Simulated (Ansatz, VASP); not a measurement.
## Two plane-wave programs on Si3WC2

```
Si W C
1.0
     5.31863    0.00000    0.00000
    -2.65931    4.60607    0.00000
     0.00000    0.00000    2.69117
Si W C
3 1 2
Direct
  0.00000 0.50000 0.50000
  0.50000 0.00000 0.50000
  0.50000 0.50000 0.50000
  0.00000 0.00000 0.00000
  0.66667 0.33333 0.00000
  0.33333 0.66667 0.00000
```

Change from the starting cell: species swapped into the PrB2Ru3 type (P6/mmm, No. 191).

Alike in both runs: functional PBE; k mesh 12 × 12 × 14; occupations gaussian, width 0.1 eV; no spin polarisation.

Ansatz relaxed the structure, and its values are those at the end. VASP's run is a single point on that final structure, the one shown.

|  | VASP | Ansatz |
| --- | --- | --- |
| version | VASP 6.6.1 | Ansatz 0.2.0 |
| potentials or method | VASP PAW PBE potentials, release 64 (Si, W_sv, C), cutoff 520 eV | scalar-relativistic, plane waves, PAW |
| valence electrons in the cell | 34 | 34 |

```csv
,VASP,Ansatz,Ansatz less VASP
gap on the k mesh at the Fermi level (eV),none,none,-
pressure (GPa),0.1,0.0,-0.13
```

A gap of «none» marks a metal or a gap that the smearing closes. The functional is the same, so the differences come from potentials, cutoffs and numerics.

Neither program's run includes spin-orbit coupling.
